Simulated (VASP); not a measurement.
# GaAs (F-43m) in VASP: notebook

Runs on GaAs. Level: BHLYP. Tasks: single point.

Program: VASP 6.6.1. These are calculated values, not measurements. Logs are shortened: lines on timing, memory, paths and dates and some standing lists are left out, and cuts for length are marked.

### 1 The cell of the first run

Symmetry: F-43m, No. 216, cubic system. Conventional cell: a = 5.538 Å, b = 5.538 Å, c = 5.538 Å, α = 90.00°, β = 90.00°, γ = 90.00°. Within 3.2 Å of As (site symmetry -43m) lie 4 Ga at 2.40 Å. Ga (site symmetry -43m) has 4 As at 2.40 Å within 3.2 Å.

### 2 Single point, BHLYP

Input file POSCAR:

```
GaAs
1.0
    0.0000000000      2.7691429914      2.7691429914
    2.7691429914      0.0000000000      2.7691429914
    2.7691429914      2.7691429914      0.0000000000
As Ga
1 1
Direct
    0.7500000000      0.7500000000      0.7500000000
    0.0000000000      0.0000000000      0.0000000000
```

Input file INCAR.step1:

```
PREC = Accurate
ENCUT = 520
EDIFF = 1E-5
ISMEAR = -1
SIGMA = 0.05
LREAL = False
LASPH = True
NELM = 80
ALGO = Normal
ISIF = 2
LWAVE = True
NBANDS = 16
GGA = PE
```

Input file INCAR.step2:

```
PREC = Accurate
ENCUT = 520
EDIFF = 1E-7
ISMEAR = -1
SIGMA = 0.05
LREAL = False
LASPH = True
NELM = 80
ALGO = Normal
ISIF = 2
LWAVE = False
LCHARG = True
GGA = B5
LHFCALC = True
AEXX = 0.5
ALDAX = 0.5
AGGAX = 0.5
AGGAC = 1.0
ALDAC = 0.0
PRECFOCK = Normal
LELF = True
LVHAR = True
NBANDS = 16
ISTART = 1
```

Input file KPOINTS:

```
regular mesh
0
Gamma
  4 4 4
```

Potentials or basis: VASP PAW PBE potentials, release 64 (As, Ga_d).

Command:

```bash
$ cat potpaw_PBE.64/As/POTCAR potpaw_PBE.64/Ga_d/POTCAR > POTCAR
$ cp INCAR.step1 INCAR
$ mpirun -np 1 vasp_std > vasp.out
$ cp INCAR.step2 INCAR
$ mpirun -np 1 vasp_std > vasp.out
```

OUTCAR:

```text
PREC = Accurate
   ENCUT = 520
   EDIFF = 1E-7
   ISMEAR = -1
   LREAL = False
   LASPH = True
   NELM = 80
   ISIF = 2
   GGA = B5
   LHFCALC = True
   AEXX = 0.5
   PRECFOCK = Normal
   ISTART = 1

 ion  position               nearest neighbor table
   1  0.750  0.750  0.750-   2 2.40   2 2.40   2 2.40   2 2.40
   2  0.000  0.000  0.000-   1 2.40   1 2.40   1 2.40   1 2.40

  LATTYP: Found a face centered cubic cell.
 ALAT       =     5.5382859828

  Lattice vectors:

 A1 = (   0.0000000000,   2.7691429914,   2.7691429914)
 A2 = (   2.7691429914,   0.0000000000,   2.7691429914)
 A3 = (   2.7691429914,   2.7691429914,   0.0000000000)

Analysis of symmetry for initial positions (statically):
=====================================================================
 Subroutine PRICEL returns:
 Original cell was already a primitive cell.

 Routine SETGRP: Setting up the symmetry group for a
 face centered cubic supercell.

 Subroutine GETGRP returns: Found 24 space group operations
 (whereof 24 operations were pure point group operations)
 out of a pool of 48 trial point group operations.

The static configuration has the point symmetry T_d .

Analysis of symmetry for dynamics (positions and initial velocities):
=====================================================================
 Subroutine PRICEL returns:
 Original cell was already a primitive cell.

 Routine SETGRP: Setting up the symmetry group for a
 face centered cubic supercell.

 Subroutine GETGRP returns: Found 24 space group operations
 (whereof 24 operations were pure point group operations)
 out of a pool of 48 trial point group operations.

The dynamic configuration has the point symmetry T_d .

 Subroutine INISYM returns: Found 24 space group operations
 (whereof 24 operations are pure point group operations),
 and found     1 'primitive' translations

----------------------------------------------------------------------------------------

                                     Primitive cell

  volume of cell :      42.4684

  direct lattice vectors                    reciprocal lattice vectors
     0.000000000  2.769142991  2.769142991    -0.180561279  0.180561279  0.180561279
[... 70 lines left out ...]
   LREAL  =      F    real-space projection
   EDIFFG = 0.1E-05   stopping-criterion for IOM
   NSW    =      0    number of steps for IOM
   IBRION =     -1    ionic relax: 0-MD 1-quasi-New 2-CG
   NFREE  =      0    steps in history (QN), initial steepest desc. (CG)
   ISIF   =      2    stress and relaxation
   ISYM   =      3    0-nonsym 1-usesym 2-fastsym
   POTIM  = 0.5000    time-step for ionic-motion
   TEBEG  =    0.0;   TEEND  =   0.0 temperature during run
   PSTRESS=    0.0 pullay stress
   NELECT =      18.0000    total number of electrons
   NUPDOWN=      -1.0000    fix difference up-down
   EMIN   =  10.00;   EMAX   =-10.00  energy-range for DOS
   EFERMI =   0.00;   METHOD = LEGACY
   ISMEAR =    -1;   SIGMA  =   0.05  broadening in eV -4-tet -1-fermi 0-gaus
   EFERMI_NEDOS =   21; number of points for ismear=-14 and -15
   IALGO  =     38    algorithm
   IMIX   =      1    mixing-type and parameters
     AMIX     =   0.40;   BMIX     =  1.00
     AMIX_MAG =   1.60;   BMIX_MAG =  1.00
  volume/ion in A,a.u.               =      21.23       143.30
  Fermi-wavevector in a.u.,A,eV,Ry     =   1.229731  2.323856 20.575267  1.512239
  Thomas-Fermi vector in A             =   2.364607
   LORBIT       =      0    0 simple, 1 ext, 2 COOP (PROOUT), +10 PAW based schemes
   GGA     = B5    functional components
   LHFCALC =     T    Hartree Fock is set to
   PRECFOCK=normal    Normal, Fast or Accurate (Low or Medium for compatibility)
   ENCUT4O =  -1.0   cutoff for four orbital integrals eV
   NKREDX  =     1    reduce k-point grid by
   NKREDY  =     1    reduce k-point grid by
   NKREDZ  =     1    reduce k-point grid by
   AEXX    =    0.5000 exact exchange contribution
   HFSCREEN=    0.0000 screening length (either q_TF or 0.3 A-1)
   HFSCREENC=   0.0000 screening length for correlation (either q_TF or 0.3 A-1)
   ENCUTFOCK=  -1.0 apply spherical cutoff to Coloumb kernel
   IVDW    =     0    specifies the selected vdW correction
   LEPSILON=     F    determine dielectric tensor
   LRPA    =     F    only Hartree local field effects (RPA)
 non-spin polarized calculation
  energy-cutoff  :      520.00
  volume of cell :       42.47
 maximum number of plane-waves:      1162
 NGX is ok and might be reduce to    30
  NGX = 24; NGY = 24; NGZ = 24

 number of electron      18.0000010 magnetization

 Free energy of the ion-electron system (eV)
  ---------------------------------------------------
  ext. energy  EPLUGINS =         0.00000000
  ---------------------------------------------------
  free energy    TOTEN  =       -11.95309939 eV

  energy without entropy =      -11.95309939  energy(sigma->0) =      -11.95309939

 E-fermi :   4.3634     XC(G=0):  -5.1556

 val. band max:        3.2667634202   @ k =   0.0000   0.0000   0.0000
 cond. band min:       7.6082210919   @ k =   0.5000   0.5000   0.0000
 fundamental gap:      4.3414576717
 Fermi energy:         4.3633561626

 k-point     1 :       0.0000    0.0000    0.0000
  band No.  band energies     occupation
      1     -16.8520      2.00000
      2     -16.8520      2.00000
      3     -16.8520      2.00000
      4     -16.7503      2.00000
      5     -16.7503      2.00000
      6     -12.4751      2.00000
[... 129 lines left out ...]
      3     -16.8044      2.00000
      4     -16.7629      2.00000
      5     -16.7471      2.00000
      6      -9.1422      2.00000
[... 8 lines left out ...]
     15      20.1375      0.00000
     16      21.1885      0.00000

------------------------ aborting loop because EDIFF is reached ----------------------------------------

  FORCE on cell =-STRESS in cart. coord.  units (eV):
  Direction    XX          YY          ZZ          XY          YZ          ZX
  --------------------------------------------------------------------------------------
  -------------------------------------------------------------------------------------
  Total        2.0810555      2.0810555      2.0810555     -0.0000000      0.0000000      0.0000000
  in kB       78.5105643     78.5105643     78.5105643     -0.0000000      0.0000000      0.0000000
  external PRESSURE =      78.5105643 kB  Pullay stress =       0.0000000 kB

 VOLUME and BASIS-vectors are now :
 -----------------------------------------------------------------------------
  energy-cutoff  :      520.00
  volume of cell :       42.47
      direct lattice vectors                 reciprocal lattice vectors
     0.000000000  2.769142991  2.769142991    -0.180561279  0.180561279  0.180561279
     2.769142991  0.000000000  2.769142991     0.180561279 -0.180561279  0.180561279
     2.769142991  2.769142991  0.000000000     0.180561279  0.180561279 -0.180561279

 POSITION                                       TOTAL-FORCE (eV/Angst)
 -----------------------------------------------------------------------------------
      4.15371      4.15371      4.15371         0.000000      0.000000      0.000000
      0.00000      0.00000      0.00000        -0.000000     -0.000000     -0.000000
 -----------------------------------------------------------------------------------
    total drift:                                0.000028      0.000025      0.000025

  FREE ENERGIE OF THE ION-ELECTRON SYSTEM (eV)
  ---------------------------------------------------
  free  energy   TOTEN  =       -11.9530993881 eV

  energy  without entropy=      -11.9530993881  energy(sigma->0) =      -11.95309939
```

OUTCAR.step1:

```text
PREC = Accurate
   ENCUT = 520
   EDIFF = 1E-5
   ISMEAR = -1
   LREAL = False
[... 355 lines left out ...]
      4.15371      4.15371      4.15371        -0.000000     -0.000000     -0.000000
      0.00000      0.00000      0.00000         0.000000      0.000000      0.000000
 -----------------------------------------------------------------------------------
    total drift:                               -0.000001     -0.000001     -0.000001

  FREE ENERGIE OF THE ION-ELECTRON SYSTEM (eV)
  ---------------------------------------------------
  free  energy   TOTEN  =        -7.9655093390 eV

  energy  without entropy=       -7.9655060791  energy(sigma->0) =       -7.96550771
```

It took 7.5 min on 1 thread of Intel Xeon Platinum 8375C at 2.90GHz (Ice Lake), shared host; peak memory 0.19 GiB.

What came out:

```yaml
Free_energy: -11.9531 eV
Pressure: 7.9 GPa
Band_gap_on_the_k_mesh: 4.34 eV (least direct gap 4.47 eV)
```

Levels at points of the mesh, in eV from the valence-band top:
```
           k point  band 6  band 7  band 8  band 9  band 10  band 11  band 12  band 13
(0.00, 0.00, 0.00)  -15.74    0.00    0.00    0.00     4.47     7.05     7.05     7.05
(0.50, 0.00, 0.00)  -13.47   -8.15   -1.42   -1.42     4.41     8.03     8.03    11.45
(0.50, 0.50, 0.00)  -12.48   -8.30   -3.35   -3.35     4.34     4.71    15.03    15.03
```

Caveat: the k points lie up to 0.49 Å⁻¹ apart; the PAW data sets were made with another functional, which shifts forces and pressure a little.

### 3 Single point, BHLYP

This run uses another cell than the first one, of 21.69 Å³/atom.

Input file POSCAR:

```
GaAs
1.0
    0.0000000000      2.7886446409      2.7886446409
    2.7886446409      0.0000000000      2.7886446409
    2.7886446409      2.7886446409      0.0000000000
As Ga
1 1
Direct
    0.7500000000      0.7500000000      0.7500000000
    0.0000000000      0.0000000000      0.0000000000
```

Input file INCAR.step1:

```
SYSTEM = GaAs
ALGO = Normal
EDIFF = 1E-5
ENCUT = 520
GGA = PE
ISIF = 2
ISMEAR = -1
LASPH = .True.
LCHARG = .False.
LREAL = .False.
LWAVE = .True.
NBANDS = 16
NELM = 100
PREC = Accurate
SIGMA = 0.05
```

Input file INCAR.step2:

```
SYSTEM = GaAs
AEXX = 0.5
AGGAC = 1.0
AGGAX = 0.5
ALDAC = 0.0
ALDAX = 0.5
ALGO = Normal
EDIFF = 1E-6
ENCUT = 520
GGA = B5
ISIF = 2
ISMEAR = -1
ISTART = 1
LASPH = .True.
LCHARG = .False.
LHFCALC = .True.
LREAL = .False.
LWAVE = .False.
NBANDS = 16
NELM = 100
PREC = Accurate
PRECFOCK = Normal
SIGMA = 0.05
```

Input file KPOINTS:

```
k-points
0
Gamma
  4 4 4
  0 0 0
```

Potentials or basis: VASP PAW PBE potentials, release 64 (As, Ga_d).

Command:

```bash
$ cat potpaw_PBE.64/As/POTCAR potpaw_PBE.64/Ga_d/POTCAR > POTCAR
$ cp INCAR.step1 INCAR
$ mpirun -np 1 vasp_std > vasp.out
$ cp INCAR.step2 INCAR
$ mpirun -np 1 vasp_std > vasp.out
```

Run time: 6.7 min. Hardware: 1 thread of Intel Xeon Platinum 8375C at 2.90GHz (Ice Lake), shared host; peak memory 0.19 GiB.

Results (log left out):

* Free energy: -11.9912 eV
* Pressure: 5.6 GPa
* Band gap on the k mesh: 4.26 eV

Levels at points of the mesh, in eV from the valence-band top:
```
           k point  band 7  band 8  band 9  band 10  band 11  band 12
(0.00, 0.00, 0.00)    0.00    0.00    0.00     4.26     7.04     7.04
(0.50, 0.00, 0.00)   -8.02   -1.38   -1.38     4.32     8.01     8.01
(0.50, 0.50, 0.00)   -8.18   -3.26   -3.26     4.37     4.71    14.83
```

Caveat: the k points lie up to 0.49 Å⁻¹ apart; the PAW data sets were made with another functional, which shifts forces and pressure a little. A k mesh can miss the band edges.

### 4 Single point, BHLYP

This run uses another cell than the first one, of 22.14 Å³/atom.

Input file POSCAR:

```
GaAs
1.0
    0.0000000000      2.8078772807      2.8078772807
    2.8078772807      0.0000000000      2.8078772807
    2.8078772807      2.8078772807      0.0000000000
As Ga
1 1
Direct
    0.7500000000      0.7500000000      0.7500000000
    0.0000000000      0.0000000000      0.0000000000
```

Input file INCAR.step1:

```
SYSTEM = GaAs
ALGO = Normal ; EDIFF = 1E-5
ENCUT = 520 ; GGA = PE
ISIF = 2 ; ISMEAR = -1
LASPH = .True. ; LCHARG = .False.
LREAL = .False. ; LWAVE = .True.
NBANDS = 16 ; NELM = 60
PREC = Accurate ; SIGMA = 0.05
```

Input file INCAR.step2:

```
SYSTEM = GaAs
AEXX = 0.5 ; AGGAC = 1.0
AGGAX = 0.5 ; ALDAC = 0.0
ALDAX = 0.5 ; ALGO = Normal
EDIFF = 1E-7 ; ENCUT = 520
GGA = B5 ; ISIF = 2
ISMEAR = -1 ; ISTART = 1
LASPH = .True. ; LCHARG = .False.
LHFCALC = .True. ; LREAL = .False.
LWAVE = .False. ; NBANDS = 16
NELM = 60 ; PREC = Accurate
PRECFOCK = Normal ; SIGMA = 0.05
```

KPOINTS is that of step 3.

Command:

```bash
$ cat potpaw_PBE.64/As/POTCAR potpaw_PBE.64/Ga_d/POTCAR > POTCAR
$ cp INCAR.step1 INCAR
$ mpirun -np 1 vasp_std > vasp.out
$ cp INCAR.step2 INCAR
$ mpirun -np 1 vasp_std > vasp.out
```

It took 6.8 min on 1 thread of Intel Xeon Platinum 8375C at 2.90GHz (Ice Lake), shared host; peak memory 0.19 GiB.

Results (log left out):

```
Free energy            : -12.0174 eV
Pressure               : 3.6 GPa
Band gap on the k mesh : 4.06 eV
```

Levels at points of the mesh, in eV from the valence-band top:
```csv
k point,band 5,band 6,band 7,band 8,band 9,band 10,band 11,band 12,band 13,band 14
"(0.00, 0.00, 0.00)",-19.98,-15.39,0.00,0.00,0.00,4.06,7.02,7.02,7.02,11.41
"(0.50, 0.00, 0.00)",-19.98,-13.27,-7.89,-1.34,-1.34,4.24,8.00,8.00,11.38,14.61
"(0.50, 0.50, 0.00)",-19.97,-12.34,-8.08,-3.18,-3.18,4.40,4.71,14.64,14.64,15.36
```

Caveat: the k points lie up to 0.48 Å⁻¹ apart; the PAW data sets were made with another functional, which shifts forces and pressure a little. A k mesh can miss the band edges.

[end of part 1 of 2]
